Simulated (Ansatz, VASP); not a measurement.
One calculation of ZrB2, two programs

File INCAR:

```
SYSTEM = ZrB2
PREC = Accurate
ENCUT = 520
EDIFF = 1E-6
ISMEAR = 0
SIGMA = 0.1
LREAL = .False.
LASPH = .True.
NELM = 100
ALGO = Normal
ISIF = 2
LWAVE = .False.
LCHARG = .False.
GGA = PS
NBANDS = 16
```

Contents of KPOINTS:

```
regular mesh
0
Gamma
  18 18 12
  0 0 0
```

File POSCAR:

```
ZrB2
1.0
    3.1700000000      0.0000000000      0.0000000000
   -1.5850000000      2.7453005300      0.0000000000
    0.0000000000      0.0000000000      3.5330000000
Zr B
1 2
Direct
    0.0000000000      0.0000000000      0.0000000000
    0.3333333333      0.6666666667      0.5000000000
    0.6666666667      0.3333333333      0.5000000000
```

Input for Ansatz:

```yaml
crystal:
  lattice:
    - [3.17, 0.0, 0.0]
    - [-1.585, 2.74530053, 0.0]
    - [0.0, 0.0, 3.533]
  atoms:
    - { symbol: Zr, position: [0.0, 0.0, 0.0] }
    - { symbol: B, position: [0.3333333333, 0.6666666667, 0.5] }
    - { symbol: B, position: [0.6666666667, 0.3333333333, 0.5] }
basis:
  ecutwfc: 420
kpoints:
  mp_grid: { grid: [18, 18, 12] }
hamiltonian:
  xc: pbesol
scf:
  occupations: { method: gaussian, width: 0.1 }
output:
  forces: true
  stress: true
  eigenvalues: true
  populations: true
  write_density: true
  write_potential: true
  elf: true
  volumetric_format: npy
```

Alike in both runs: task single point; functional PBEsol; k mesh 18 × 18 × 12; occupations gaussian, width 0.1 eV; no spin polarisation.

|  | VASP | Ansatz |
| --- | --- | --- |
| version | VASP 6.6.1 | Ansatz 0.2.0 |
| potentials or method | VASP PAW PBE potentials, release 64 (Zr_sv, B), cutoff 520 eV | scalar-relativistic, plane waves, PAW |
| valence electrons in the cell | 18 | 18 |

VASP gave:

```
gap on the k mesh at the Fermi level (eV)                     : none
pressure (GPa)                                                : -3.8
traceless stress, the component that is largest in VASP (GPa) : -0.38
```

Q: Estimate Ansatz's values.

A: gap on the k mesh at the Fermi level (eV): none; pressure (GPa): -4.1; traceless stress, the component that is largest in VASP (GPa): -0.38.

VASP's potentials were made for PBE, not for PBEsol. A gap of «none» marks a metal or a gap that the smearing closes.
